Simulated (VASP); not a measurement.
# Si3B4 in VASP: notebook

Runs on Si3B4. Level: PBE. Tasks: single point, relaxation of cell and atoms.

Everything below comes from runs of VASP 6.6.1. Logs are shortened: lines on timing, memory, paths and dates and some standing lists are left out, and cuts for length are marked.

## Step 1: The cell of the first run

Symmetry: P6_3/m, No. 176, hexagonal system. The conventional cell has a = 7.819 Å, b = 7.819 Å, c = 3.411 Å, α = 90.00°, β = 90.00°, γ = 120.00°. Si (site symmetry m) has 5 B at 1.97 to 2.27 Å within 2.6 Å. Within 2.4 Å of B (site symmetry m) lie 1 B at 1.77 Å and 4 Si at 1.97 to 2.17 Å. B (site symmetry -6) has 3 B at 1.77 Å and 3 Si at 2.27 Å within 2.4 Å.

## Step 2: Single point, PBE

INCAR

```
SYSTEM = Si3B4
PREC     = Accurate       ! precision mode
ENCUT    = 520            ! plane-wave cutoff, eV
EDIFF    = 1E-6           ! SCF threshold, eV
ISMEAR   = 0              ! smearing method
SIGMA    = 0.2            ! smearing width, eV
LREAL    = .FALSE.        ! projectors in reciprocal space
LASPH    = .TRUE.         ! aspherical terms in the spheres
NELM     = 100            ! most SCF steps
ALGO     = Normal         ! electronic algorithm
ISIF     = 2              ! what is computed and relaxed
LWAVE    = .FALSE.        ! write WAVECAR
LCHARG   = .TRUE.         ! write CHGCAR
GGA      = PE             ! functional
LELF     = .TRUE.         ! ELF
LVHAR    = .TRUE.       
NBANDS   = 37             ! bands
```

KPOINTS

```
Automatic mesh
0
G
  6 3 3
  0 0 0
```

POSCAR

```
Si3B4
1.0
    0.0000000000      0.0000000000      3.4107794890
    7.8185759075      0.0000000000      0.0000000000
   -3.9092879538      6.7710853573      0.0000000000
Si B
6 8
Direct
    0.7500000000      0.6531945435      0.6173345584
    0.7500000000      0.9641400149      0.3468054565
    0.2500000000      0.6173345584      0.9641400149
    0.2500000000      0.3468054565      0.3826654416
    0.2500000000      0.0358599851      0.6531945435
    0.7500000000      0.3826654416      0.0358599851
    0.2500000000      0.5717071036      0.6926577857
    0.2500000000      0.1209506821      0.4282928964
    0.7500000000      0.6926577857      0.1209506821
    0.7500000000      0.4282928964      0.3073422143
    0.7500000000      0.8790493179      0.5717071036
    0.2500000000      0.3073422143      0.8790493179
    0.2500000000      0.3333333333      0.6666666667
    0.7500000000      0.6666666667      0.3333333333
```

Potentials or basis: VASP PAW PBE potentials, release 64 (Si, B).

The run is started by

```
$ cat potpaw_PBE.64/Si/POTCAR potpaw_PBE.64/B/POTCAR > POTCAR
$ mpirun -np 1 vasp_std > vasp.out
```

OUTCAR:

```text
SYSTEM = Si3B4
   PREC = Accurate
   ENCUT = 520
   EDIFF = 1E-6
   ISMEAR = 0
   LREAL = .FALSE.
   LASPH = .TRUE.
   NELM = 100
   ISIF = 2
   GGA = PE

 ion  position               nearest neighbor table
   1  0.750  0.653  0.617-  11 1.97   7 2.01   7 2.01  10 2.17  14 2.27   4 2.76   4 2.76
   2  0.750  0.964  0.347-   9 1.97   8 2.01   8 2.01  11 2.17  14 2.27   5 2.76   5 2.76
   3  0.250  0.617  0.964-   7 1.97   9 2.01   9 2.01  12 2.17  13 2.27   6 2.76   6 2.76
   4  0.250  0.347  0.383-   8 1.97  10 2.01  10 2.01   7 2.17  13 2.27   1 2.76   1 2.76
   5  0.250  0.036  0.653-  12 1.97  11 2.01  11 2.01   8 2.17  13 2.27   2 2.76   2 2.76
   6  0.750  0.383  0.036-  10 1.97  12 2.01  12 2.01   9 2.17  14 2.27   3 2.76   3 2.76
   7  0.250  0.572  0.693-  13 1.77   3 1.97   1 2.01   1 2.01   4 2.17
   8  0.250  0.121  0.428-  13 1.77   4 1.97   2 2.01   2 2.01   5 2.17
   9  0.750  0.693  0.121-  14 1.77   2 1.97   3 2.01   3 2.01   6 2.17
  10  0.750  0.428  0.307-  14 1.77   6 1.97   4 2.01   4 2.01   1 2.17
  11  0.750  0.879  0.572-  14 1.77   1 1.97   5 2.01   5 2.01   2 2.17
  12  0.250  0.307  0.879-  13 1.77   5 1.97   6 2.01   6 2.01   3 2.17
  13  0.250  0.333  0.667-  12 1.77   8 1.77   7 1.77   5 2.27   3 2.27   4 2.27
  14  0.750  0.667  0.333-   9 1.77  11 1.77  10 1.77   2 2.27   6 2.27   1 2.27

  LATTYP: Found a hexagonal cell.
 ALAT       =     7.8185759075
 C/A-ratio  =     0.4362405033

  Lattice vectors:

 A1 = (   7.8185759075,   0.0000000000,   0.0000000000)
 A2 = (  -3.9092879538,   6.7710853573,   0.0000000000)
 A3 = (   0.0000000000,   0.0000000000,   3.4107794890)

Analysis of symmetry for initial positions (statically):
=====================================================================
 Subroutine PRICEL returns:
 Original cell was already a primitive cell.

 Routine SETGRP: Setting up the symmetry group for a
 hexagonal supercell.

 Subroutine GETGRP returns: Found 12 space group operations
 (whereof  6 operations were pure point group operations)
 out of a pool of 24 trial point group operations.

The static configuration has the point symmetry S_6 .
 The point group associated with its full space group is C_6h.

Analysis of symmetry for dynamics (positions and initial velocities):
=====================================================================
 Subroutine PRICEL returns:
 Original cell was already a primitive cell.

 Routine SETGRP: Setting up the symmetry group for a
 hexagonal supercell.

 Subroutine GETGRP returns: Found 12 space group operations
 (whereof  6 operations were pure point group operations)
 out of a pool of 24 trial point group operations.

The dynamic configuration has the point symmetry S_6 .
 The point group associated with its full space group is C_6h.

 Subroutine INISYM returns: Found 12 space group operations
 (whereof  6 operations are pure point group operations),
 and found     1 'primitive' translations

----------------------------------------------------------------------------------------

                                     Primitive cell

  volume of cell :     180.5675

  direct lattice vectors                    reciprocal lattice vectors
     0.000000000  0.000000000  3.410779489     0.000000000  0.000000000  0.293188112
     7.818575907  0.000000000  0.000000000     0.127900530  0.073843405  0.000000000
    -3.909287954  6.771085357  0.000000000     0.000000000  0.147686810  0.000000000

  length of vectors
     3.410779489  7.818575907  7.818575908     0.293188112  0.147686810  0.147686810

  position of ions in fractional coordinates (direct lattice)
     0.750000000  0.653194543  0.617334558
     0.750000000  0.964140015  0.346805457
     0.250000000  0.617334558  0.964140015
     0.250000000  0.346805457  0.382665442
     0.250000000  0.035859985  0.653194543
     0.750000000  0.382665442  0.035859985
     0.250000000  0.571707104  0.692657786
     0.250000000  0.120950682  0.428292896
     0.750000000  0.692657786  0.120950682
     0.750000000  0.428292896  0.307342214
     0.750000000  0.879049318  0.571707104
     0.250000000  0.307342214  0.879049318
     0.250000000  0.333333333  0.666666667
     0.750000000  0.666666667  0.333333333

  ion indices of the primitive-cell ions
[... 29 lines left out ...]
     0.000000000  0.049228937  0.000000000     0.000000000  0.000000000  0.333333333

  Length of vectors
     0.048864685  0.049228937  0.049228937

  Shift w.r.t. Gamma in fractional coordinates (k-lattice)
     0.000000000  0.000000000  0.000000000

 Subroutine IBZKPT returns following result:
 ===========================================

 Found     12 irreducible k-points:

 Following reciprocal coordinates:
            Coordinates               Weight
  0.000000  0.000000  0.000000      1.000000
  0.166667  0.000000  0.000000      2.000000
  0.333333  0.000000  0.000000      2.000000
  0.500000  0.000000  0.000000      1.000000
  0.000000  0.333333  0.000000      6.000000
  0.166667  0.333333  0.000000     12.000000
  0.333333  0.333333  0.000000     12.000000
  0.500000  0.333333  0.000000      6.000000
  0.000000  0.333333  0.333333      2.000000
  0.166667  0.333333  0.333333      4.000000
  0.333333  0.333333  0.333333      4.000000
  0.500000  0.333333  0.333333      2.000000
   k-points           NKPTS =     12   k-points in BZ     NKDIM =     12   number of bands    NBANDS=     37
   number of dos      NEDOS =    301   number of ions     NIONS =     14
   total plane-waves  NPLWV = 100800
   dimension x,y,z NGX =    28 NGY =   60 NGZ =   60
   dimension x,y,z NGXF=    56 NGYF=  120 NGZF=  120
   ions per type =               6   8
   NGX,Y,Z   is equivalent  to a cutoff of  13.65, 12.76, 12.76 a.u.
   NGXF,Y,Z  is equivalent  to a cutoff of  27.30, 25.52, 25.52 a.u.
 SYSTEM =  Si3B4
   PREC   = accura    normal or accurate (medium, high low for compatibility)
   ISTART =      0    job   : 0-new  1-cont  2-samecut
   ICHARG =      2    charge: 1-file 2-atom 10-const
   ISPIN  =      1    spin polarized calculation?
   LNONCOLLINEAR =      F non collinear calculations
   LSORBIT =      F    spin-orbit coupling
   LASPH  =      T    aspherical Exc in radial PAW
   ENCUT  =  520.0 eV  38.22 Ry    6.18 a.u.   6.34 14.54 14.54*2*pi/ulx,y,z
   NELM   =    100;   NELMIN=  2; NELMDL= -5     # of ELM steps
   EDIFF  = 0.1E-05   stopping-criterion for ELM
   LREAL  =      F    real-space projection
   EDIFFG = 0.1E-04   stopping-criterion for IOM
   NSW    =      0    number of steps for IOM
   IBRION =     -1    ionic relax: 0-MD 1-quasi-New 2-CG
   NFREE  =      0    steps in history (QN), initial steepest desc. (CG)
   ISIF   =      2    stress and relaxation
   ISYM   =      2    0-nonsym 1-usesym 2-fastsym
   POTIM  = 0.5000    time-step for ionic-motion
   TEBEG  =    0.0;   TEEND  =   0.0 temperature during run
   PSTRESS=    0.0 pullay stress
   NELECT =      48.0000    total number of electrons
   NUPDOWN=      -1.0000    fix difference up-down
   EMIN   =  10.00;   EMAX   =-10.00  energy-range for DOS
   EFERMI =   0.00;   METHOD = LEGACY
   ISMEAR =     0;   SIGMA  =   0.20  broadening in eV -4-tet -1-fermi 0-gaus
   EFERMI_NEDOS =   21; number of points for ismear=-14 and -15
   IALGO  =     38    algorithm
   IMIX   =      4    mixing-type and parameters
     AMIX     =   0.40;   BMIX     =  1.00
     AMIX_MAG =   1.60;   BMIX_MAG =  1.00
  volume/ion in A,a.u.               =      12.90        87.04
  Fermi-wavevector in a.u.,A,eV,Ry     =   1.052629  1.989181 15.075637  1.108028
  Thomas-Fermi vector in A             =   2.187719
   LORBIT       =      0    0 simple, 1 ext, 2 COOP (PROOUT), +10 PAW based schemes
   GGA     = PE    functional components
   LHFCALC =     F    Hartree Fock is set to
   AEXX    =    0.0000 exact exchange contribution
   IVDW    =     0    specifies the selected vdW correction
   LEPSILON=     F    determine dielectric tensor
   LRPA    =     F    only Hartree local field effects (RPA)
 non-spin polarized calculation
 Gauss-broadening in eV      SIGMA  =   0.20
  energy-cutoff  :      520.00
  volume of cell :      180.57
 maximum number of plane-waves:      4920
 NGX is ok and might be reduce to    28
   NGX = 13   NGY = 29   NGZ = 29

 number of electron      47.9999999 magnetization

 Free energy of the ion-electron system (eV)
  ---------------------------------------------------
  ext. energy  EPLUGINS =         0.00000000
  ---------------------------------------------------
  free energy    TOTEN  =       -81.93034059 eV

  energy without entropy =      -81.84523601  energy(sigma->0) =      -81.88778830

 E-fermi :   5.6698     XC(G=0):  -9.8680

 val. band max:        5.6124763677   @ k =   0.5000   0.3333   0.3333
 cond. band min:       5.6816257742   @ k =   0.1667   0.0000   0.0000
 fundamental gap:      0.0691494065
 Fermi energy:         5.6698058142

 k-point     1 :       0.0000    0.0000    0.0000
  band No.  band energies     occupation
      1      -8.3448      2.00000
      2      -6.3891      2.00000
      3      -6.3891      2.00000
      4      -5.7349      2.00000
      5      -4.4729      2.00000
      6      -4.4729      2.00000
[... 457 lines left out ...]
     35      11.3017      0.00000
     36      11.3017      0.00000
 [bands above 36 left out]

------------------------ aborting loop because EDIFF is reached ----------------------------------------

  FORCE on cell =-STRESS in cart. coord.  units (eV):
  Direction    XX          YY          ZZ          XY          YZ          ZX
  --------------------------------------------------------------------------------------
  -------------------------------------------------------------------------------------
  Total        0.0737849      0.0737849     -0.2069695      0.0000005     -0.0000000      0.0000000
  in kB        0.6546939      0.6546939     -1.8364429      0.0000045     -0.0000000      0.0000000
  external PRESSURE =      -0.1756850 kB  Pullay stress =       0.0000000 kB

 VOLUME and BASIS-vectors are now :
 -----------------------------------------------------------------------------
  energy-cutoff  :      520.00
  volume of cell :      180.57
      direct lattice vectors                 reciprocal lattice vectors
     0.000000000  0.000000000  3.410779489     0.000000000  0.000000000  0.293188112
     7.818575907  0.000000000  0.000000000     0.127900530  0.073843405  0.000000000
    -3.909287954  6.771085357  0.000000000     0.000000000  0.147686810  0.000000000

 POSITION                                       TOTAL-FORCE (eV/Angst)
 -----------------------------------------------------------------------------------
      2.69371      4.18002      2.55808        -0.009582     -0.002807      0.000000
      6.18244      2.34825      2.55808         0.002360      0.009702     -0.000000
      1.05758      6.52827      0.85269        -0.007222      0.006895      0.000000
      1.21558      2.59106      0.85269         0.009582      0.002807     -0.000000
     -2.27315      4.42284      0.85269        -0.002360     -0.009702     -0.000000
      2.85171      0.24281      2.55808         0.007222     -0.006895      0.000000
      1.76214      4.69004      0.85269         0.051798     -0.041145     -0.000000
     -0.72866      2.90001      0.85269        -0.061531     -0.024286     -0.000000
      4.94277      0.81897      2.55808        -0.009733     -0.065431     -0.000000
      2.14715      2.08104      2.55808        -0.051798      0.041145     -0.000000
      4.63795      3.87108      2.55808         0.061531      0.024286      0.000000
     -1.03348      5.95212      0.85269         0.009733      0.065431     -0.000000
     -0.00000      4.51406      0.85269        -0.000000      0.000000     -0.000000
      3.90929      2.25703      2.55808        -0.000000      0.000000     -0.000000
 -----------------------------------------------------------------------------------
    total drift:                                0.000000     -0.000000      0.000000

  FREE ENERGIE OF THE ION-ELECTRON SYSTEM (eV)
  ---------------------------------------------------
  free  energy   TOTEN  =       -81.9303405862 eV

  energy  without entropy=      -81.8452360084  energy(sigma->0) =      -81.88778830
```

It took 88 s on 1 thread of Intel Xeon Platinum 8259CL at 2.50GHz (Skylake/Cascade Lake), shared host; peak memory 0.31 GiB.

What came out:

```yaml
Free_energy: -81.9303 eV
Pressure: 0.0 GPa
Largest_force: 0.066 eV/Å
Band_gap_on_the_k_mesh: zero (band 24 reaches 5.82 eV, above the bottom of band 25 at 5.29 eV)
```

Forces in eV/Å, atoms in the order of the input:
```
Si  -0.010 -0.003  0.000
Si   0.002  0.010  0.000
Si  -0.007  0.007  0.000
Si   0.010  0.003  0.000
Si  -0.002 -0.010  0.000
Si   0.007 -0.007  0.000
B    0.052 -0.041  0.000
B   -0.062 -0.024  0.000
B   -0.010 -0.065  0.000
B   -0.052  0.041  0.000
B    0.062  0.024  0.000
B    0.010  0.065  0.000
B    0.000  0.000  0.000
B    0.000  0.000  0.000
```

Levels at points of the mesh, in eV from the Fermi level:
```tsv
k point	band 21	band 22	band 23	band 24	band 25	band 26	band 27	band 28
(0.00, 0.00, 0.00)	-0.77	-0.77	0.15	0.15	0.89	2.61	2.61	2.97
(0.50, 0.00, 0.00)	-1.93	-1.93	-1.93	-1.93	-0.38	-0.38	2.65	2.65
```

[end of part 1 of 3]
